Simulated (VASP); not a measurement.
# Mn (Im-3m) in VASP: single point with PBE

Aim: the single point of Mn with PBE.

Everything below comes from runs of VASP 6.6.1. Logs are shortened: lines on timing, memory, paths and dates and some standing lists are left out, and cuts for length are marked.

**1. The cell of the first run**

Symmetry: Im-3m, No. 229, cubic system. The conventional cell has a = 3.081 Å, b = 3.081 Å, c = 3.081 Å, α = 90.00°, β = 90.00°, γ = 90.00°. Within 3.5 Å of Mn (site symmetry m-3m) lie 14 Mn at 2.67 to 3.08 Å.

This isn't the form of Mn at room conditions, which is a 58-atom cubic cell.

**2. Single point, PBE, collinear spin, antiferromagnetic start**

The input, INCAR:

```
PREC     = Accurate       # precision mode
ENCUT    = 520            # plane-wave cutoff, eV
EDIFF    = 1E-6           # SCF threshold, eV
ISMEAR   = 0              # smearing method
SIGMA    = 0.1            # smearing width, eV
LREAL    = False          # projectors in reciprocal space
LASPH    = True           # aspherical terms in the spheres
NELM     = 150            # most SCF steps
ALGO     = Normal         # electronic algorithm
ISIF     = 2              # what is computed and relaxed
LWAVE    = False          # write WAVECAR
LCHARG   = True           # write CHGCAR
ISPIN    = 2              # spin polarisation
MAGMOM   = 4.5 -4.5       # initial moments
LORBIT   = 11             # projections on sites
LMAXMIX  = 4              # l up to which the mixer works
GGA      = PE             # functional
LELF     = True           # ELF
LVHAR    = True         
NBANDS   = 24             # bands
ISYM     = 0
```

The input, KPOINTS:

```
Automatic mesh
0
Gamma
  13 13 7
```

The input, POSCAR:

```
Mn
1.0
   -1.5405000000      1.5405000000      1.5405000000
    1.5405000000     -1.5405000000      1.5405000000
    3.0810000000      3.0810000000     -3.0810000000
Mn
2
Direct
    0.0000000000      0.0000000000      0.0000000000
    0.0000000000      0.0000000000      0.5000000000
```

Potentials or basis: VASP PAW PBE potentials, release 64 (Mn_pv).

Launch:

```bash
> cat potpaw_PBE.64/Mn_pv/POTCAR > POTCAR
> mpirun -np 1 vasp_std > vasp.out
```

OUTCAR:

```text
PREC = Accurate
   ENCUT = 520
   EDIFF = 1E-6
   ISMEAR = 0
   LREAL = False
   LASPH = True
   NELM = 150
   ISIF = 2
   ISPIN = 2
   LORBIT = 11
   GGA = PE
   ISYM = 0

 ion  position               nearest neighbor table
   1  0.000  0.000  0.000-   2 2.67   2 2.67   2 2.67   2 2.67   2 3.08   2 3.08   2 3.08   2 3.08

   2  0.000  0.000  0.500-   1 2.67   1 2.67   1 2.67   1 2.67   1 3.08   1 3.08   1 3.08   1 3.08

IMPORTANT INFORMATION: All symmetrisations will be switched off!
NOSYMM: (Re-)initialisation of all symmetry stuff for point group C_1.

----------------------------------------------------------------------------------------

                                     Primitive cell

  volume of cell :      29.2466

  direct lattice vectors                    reciprocal lattice vectors
    -1.540500000  1.540500000  1.540500000     0.000000000  0.324569945  0.324569945
     1.540500000 -1.540500000  1.540500000     0.324569945  0.000000000  0.324569945
     3.081000000  3.081000000 -3.081000000     0.162284972  0.162284972  0.000000000

  length of vectors
     2.668224269  2.668224269  5.336448538     0.459011218  0.459011218  0.229505609

  position of ions in fractional coordinates (direct lattice)
     0.000000000  0.000000000  0.000000000
     0.000000000  0.000000000  0.500000000

  ion indices of the primitive-cell ions
   primitive index   ion index
                 1           1
                 2           2

----------------------------------------------------------------------------------------

 KPOINTS: Automatic mesh

Automatic generation of k-mesh.
 Grid dimensions read from file:
 generate k-points for:   13   13    7

 Generating k-lattice:

  Cartesian coordinates                     Fractional coordinates (reciprocal lattice)
     0.000000000  0.024966919  0.024966919     0.076923077  0.000000000  0.000000000
     0.024966919  0.000000000  0.024966919     0.000000000  0.076923077  0.000000000
     0.023183567  0.023183567  0.000000000     0.000000000  0.000000000  0.142857143

  Length of vectors
     0.035308555  0.035308555  0.032786516

  Shift w.r.t. Gamma in fractional coordinates (k-lattice)
     0.000000000  0.000000000  0.000000000

 -----------------------------------------------------------------------------
|                                                                             |
|           W    W    AA    RRRRR   N    N  II  N    N   GGGG   !!!           |
|           W    W   A  A   R    R  NN   N  II  NN   N  G    G  !!!           |
|           W    W  A    A  R    R  N N  N  II  N N  N  G       !!!           |
|           W WW W  AAAAAA  RRRRR   N  N N  II  N  N N  G  GGG   !            |
|           WW  WW  A    A  R   R   N   NN  II  N   NN  G    G                |
|           W    W  A    A  R    R  N    N  II  N    N   GGGG   !!!           |
|                                                                             |
|     Your reciprocal lattice and k-lattice belong to different lattice       |
|     classes:                                                                |
|                                                                             |
|        The reciprocal lattice is base centered orthorhombic,                |
|        whereas your k-lattice is base-centered monoclinic.                  |
|                                                                             |
|     Results are often still useful ...                                      |
|                                                                             |
 -----------------------------------------------------------------------------

 WARNING: IBZKPT: internal override: KBLOWUP is changed to .FALSE.
      ... skipping the blow-up phase ...

 Subroutine IBZKPT returns following result:
 ===========================================

 Found    592 irreducible k-points:

 Following reciprocal coordinates:
            Coordinates               Weight
  0.000000  0.000000  0.000000      1.000000
  0.076923  0.000000  0.000000      2.000000
  0.153846  0.000000  0.000000      2.000000
  0.230769  0.000000  0.000000      2.000000
  0.307692  0.000000  0.000000      2.000000
  0.384615  0.000000  0.000000      2.000000
[... 16 lines left out ...]
  0.153846  0.153846  0.000000      2.000000
  0.230769  0.153846  0.000000      2.000000
 [... further k-points ...]
   k-points           NKPTS =    592   k-points in BZ     NKDIM =    592   number of bands    NBANDS=     24
   number of dos      NEDOS =    301   number of ions     NIONS =      2
   total plane-waves  NPLWV =  16000
   dimension x,y,z NGX =    20 NGY =   20 NGZ =   40
   dimension x,y,z NGXF=    40 NGYF=   40 NGZF=   80
   ions per type =               2
   NGX,Y,Z   is equivalent  to a cutoff of  12.46, 12.46, 12.46 a.u.
   NGXF,Y,Z  is equivalent  to a cutoff of  24.92, 24.92, 24.92 a.u.
 SYSTEM =  unknown system
   PREC   = accura    normal or accurate (medium, high low for compatibility)
   ISTART =      0    job   : 0-new  1-cont  2-samecut
   ICHARG =      2    charge: 1-file 2-atom 10-const
   ISPIN  =      2    spin polarized calculation?
   LNONCOLLINEAR =      F non collinear calculations
   LSORBIT =      F    spin-orbit coupling
   LASPH  =      T    aspherical Exc in radial PAW
   ENCUT  =  520.0 eV  38.22 Ry    6.18 a.u.   4.96  4.96  9.92*2*pi/ulx,y,z
   NELM   =    150;   NELMIN=  2; NELMDL= -5     # of ELM steps
   EDIFF  = 0.1E-05   stopping-criterion for ELM
   LREAL  =      F    real-space projection
   EDIFFG = 0.1E-04   stopping-criterion for IOM
   NSW    =      0    number of steps for IOM
   IBRION =     -1    ionic relax: 0-MD 1-quasi-New 2-CG
   NFREE  =      0    steps in history (QN), initial steepest desc. (CG)
   ISIF   =      2    stress and relaxation
   ISYM   =      0    0-nonsym 1-usesym 2-fastsym
   POTIM  = 0.5000    time-step for ionic-motion
   TEBEG  =    0.0;   TEEND  =   0.0 temperature during run
   PSTRESS=    0.0 pullay stress
   NELECT =      26.0000    total number of electrons
   NUPDOWN=      -1.0000    fix difference up-down
   EMIN   =  10.00;   EMAX   =-10.00  energy-range for DOS
   EFERMI =   0.00;   METHOD = LEGACY
   ISMEAR =     0;   SIGMA  =   0.10  broadening in eV -4-tet -1-fermi 0-gaus
   EFERMI_NEDOS =   21; number of points for ismear=-14 and -15
   IALGO  =     38    algorithm
   IMIX   =      4    mixing-type and parameters
     AMIX     =   0.40;   BMIX     =  1.00
     AMIX_MAG =   1.60;   BMIX_MAG =  1.00
  volume/ion in A,a.u.               =      14.62        98.68
  Fermi-wavevector in a.u.,A,eV,Ry     =   1.574131  2.974677 33.713725  2.477889
  Thomas-Fermi vector in A             =   2.675311
   LORBIT       =     11    0 simple, 1 ext, 2 COOP (PROOUT), +10 PAW based schemes
   GGA     = PE    functional components
   LHFCALC =     F    Hartree Fock is set to
   AEXX    =    0.0000 exact exchange contribution
   IVDW    =     0    specifies the selected vdW correction
   LEPSILON=     F    determine dielectric tensor
   LRPA    =     F    only Hartree local field effects (RPA)
 spin polarized calculation
 Gauss-broadening in eV      SIGMA  =   0.10
  energy-cutoff  :      520.00
  volume of cell :       29.25
 maximum number of plane-waves:       808
   NGX =  9   NGY =  9   NGZ = 19

 number of electron      25.9999980 magnetization      -0.0000327

 number of electron      25.9999980 magnetization       0.0001177

 Free energy of the ion-electron system (eV)
  ---------------------------------------------------
  ext. energy  EPLUGINS =         0.00000000
  ---------------------------------------------------
  free energy    TOTEN  =       -17.24582806 eV

  energy without entropy =      -17.22554283  energy(sigma->0) =      -17.23568544

 E-fermi :   7.2881     XC(G=0): -12.1723

 val. band max:        7.2880751702   @ k =  -0.0769   0.0000   0.1429
 cond. band min:       7.2902639410   @ k =   0.3846   0.2308   0.2857
 fundamental gap:      0.0021887707
 Fermi energy:         7.2880766402

 spin component 1

 k-point     1 :       0.0000    0.0000    0.0000
  band No.  band energies     occupation
      1     -42.2659      1.00000
      2     -41.9804      1.00000
      3     -41.9239      1.00000
      4     -39.0614      1.00000
      5     -38.8270      1.00000
      6     -38.7906      1.00000
[... 16 lines left out ...]
     23      28.0705      0.00000
     24      28.0775      0.00000

 k-point     2 :       0.0769    0.0000    0.0000
  band No.  band energies     occupation
      1     -42.2642      1.00000
      2     -41.9858      1.00000
      3     -41.9298      1.00000
      4     -39.0608      1.00000
      5     -38.8338      1.00000
      6     -38.7968      1.00000
[... 16 lines left out ...]
     23      27.8338      0.00000
     24      28.0081      0.00000

 k-point     3 :       0.1538    0.0000    0.0000
  band No.  band energies     occupation
      1     -42.2596      1.00000
      2     -42.0062      1.00000
      3     -41.9410      1.00000
      4     -39.0587      1.00000
      5     -38.8606      1.00000
      6     -38.8055      1.00000
[... 16 lines left out ...]
     23      26.8680      0.00000
     24      27.8901      0.00000
[... 514 lines left out ...]
 k-point    23 :       0.1538    0.1538    0.0000
  band No.  band energies     occupation
      1     -42.2528      1.00000
      2     -42.0281      1.00000
      3     -41.9715      1.00000
      4     -39.0544      1.00000
      5     -38.8801      1.00000
      6     -38.8433      1.00000
[... 16 lines left out ...]
     23      22.2427      0.00000
     24      26.2508      0.00000

 k-point    24 :       0.2308    0.1538    0.0000
  band No.  band energies     occupation
      1     -42.2484      1.00000
      2     -42.0549      1.00000
      3     -41.9889      1.00000
      4     -39.0486      1.00000
      5     -38.9129      1.00000
      6     -38.8581      1.00000
[... 16 lines left out ...]
     23      20.8717      0.00000
     24      24.9225      0.00000

 [... further k-points ...]

 spin component 2

 k-point     1 :       0.0000    0.0000    0.0000
  band No.  band energies     occupation
      1     -42.2659      1.00000
      2     -41.9803      1.00000
      3     -41.9238      1.00000
      4     -39.0613      1.00000
      5     -38.8270      1.00000
      6     -38.7906      1.00000
[... 16 lines left out ...]
     23      28.0705      0.00000
     24      28.0775      0.00000

 k-point     2 :       0.0769    0.0000    0.0000
  band No.  band energies     occupation
      1     -42.2641      1.00000
      2     -41.9857      1.00000
      3     -41.9297      1.00000
      4     -39.0607      1.00000
      5     -38.8338      1.00000
      6     -38.7967      1.00000
[... 16 lines left out ...]
     23      27.8338      0.00000
     24      28.0081      0.00000

 k-point     3 :       0.1538    0.0000    0.0000
  band No.  band energies     occupation
      1     -42.2595      1.00000
      2     -42.0061      1.00000
      3     -41.9409      1.00000
      4     -39.0587      1.00000
      5     -38.8606      1.00000
      6     -38.8055      1.00000
[... 16 lines left out ...]
     23      26.8680      0.00000
     24      27.8901      0.00000
[... 514 lines left out ...]
 k-point    23 :       0.1538    0.1538    0.0000
  band No.  band energies     occupation
      1     -42.2528      1.00000
      2     -42.0280      1.00000
      3     -41.9714      1.00000
      4     -39.0544      1.00000
      5     -38.8800      1.00000
      6     -38.8432      1.00000
[... 16 lines left out ...]
     23      22.2427      0.00000
     24      26.2508      0.00000

 k-point    24 :       0.2308    0.1538    0.0000
  band No.  band energies     occupation
      1     -42.2484      1.00000
      2     -42.0548      1.00000
      3     -41.9888      1.00000
      4     -39.0486      1.00000
      5     -38.9128      1.00000
      6     -38.8580      1.00000
[... 16 lines left out ...]
     23      20.8717      0.00000
     24      24.9225      0.00000

 [... further k-points ...]
[... 5 lines left out ...]
  --------------------------------------------------------------------------------------
  -------------------------------------------------------------------------------------
  Total       -3.0667029     -3.0667029     -2.0305170     -0.8489233     -0.0038303     -0.0038300
  in kB     -167.9991903   -167.9991938   -111.2351683    -46.5054624     -0.2098283     -0.2098154
  external PRESSURE =    -149.0778508 kB  Pullay stress =       0.0000000 kB

 VOLUME and BASIS-vectors are now :
 -----------------------------------------------------------------------------
  energy-cutoff  :      520.00
  volume of cell :       29.25
      direct lattice vectors                 reciprocal lattice vectors
    -1.540500000  1.540500000  1.540500000     0.000000000  0.324569945  0.324569945
     1.540500000 -1.540500000  1.540500000     0.324569945  0.000000000  0.324569945
     3.081000000  3.081000000 -3.081000000     0.162284972  0.162284972  0.000000000

 POSITION                                       TOTAL-FORCE (eV/Angst)
 -----------------------------------------------------------------------------------
      0.00000      0.00000      0.00000        -0.000000     -0.000000     -0.000000
      1.54050      1.54050     -1.54050         0.000000      0.000000      0.000000
 -----------------------------------------------------------------------------------
    total drift:                               -0.000000      0.000000     -0.000000

  FREE ENERGIE OF THE ION-ELECTRON SYSTEM (eV)
  ---------------------------------------------------
  free  energy   TOTEN  =       -17.2458280619 eV

  energy  without entropy=      -17.2255428270  energy(sigma->0) =      -17.23568544

 total charge

# of ion       s       p       d       tot
------------------------------------------
    1        0.336   6.247   4.962  11.544
    2        0.336   6.247   4.962  11.544
--------------------------------------------------
tot          0.671  12.493   9.924  23.088

 magnetization (x)

# of ion       s       p       d       tot
------------------------------------------
    1        0.024   0.040   2.932   2.997
    2       -0.024  -0.040  -2.932  -2.997
--------------------------------------------------
tot          0.000   0.000   0.000   0.000
```

It took 12 min on 1 thread of Oxide Virtual Turin-like, shared host; peak memory 0.56 GiB.

What came out:

```
Free energy                                           : -17.2458 eV
Pressure                                              : -14.9 GPa
Band gap on the k mesh                                : zero (filled and empty bands overlap)
Net moment                                            : 0.00 μB per cell
Site moments                                          : Mn +3.00, -3.00 μB
Valence electrons inside the program's atomic spheres : Mn 11.54
```

Stress tensor (GPa, compression positive):
```
-16.80  -4.65  -0.02
 -4.65 -16.80  -0.02
 -0.02  -0.02 -11.12
```

Levels at points of the mesh, in eV from the Fermi level:
Spin up:
| k point | band 11 | band 12 | band 13 | band 14 | band 15 | band 16 |
| --- | --- | --- | --- | --- | --- | --- |
| (0.00, 0.00, 0.00) | -1.37 | -1.10 | -0.28 | -0.01 | 0.16 | 1.87 |
Spin down:
| k point | band 11 | band 12 | band 13 | band 14 | band 15 | band 16 |
| --- | --- | --- | --- | --- | --- | --- |
| (0.00, 0.00, 0.00) | -1.37 | -1.10 | -0.28 | -0.01 | 0.16 | 1.87 |

Caveat: the cell stands under tension.
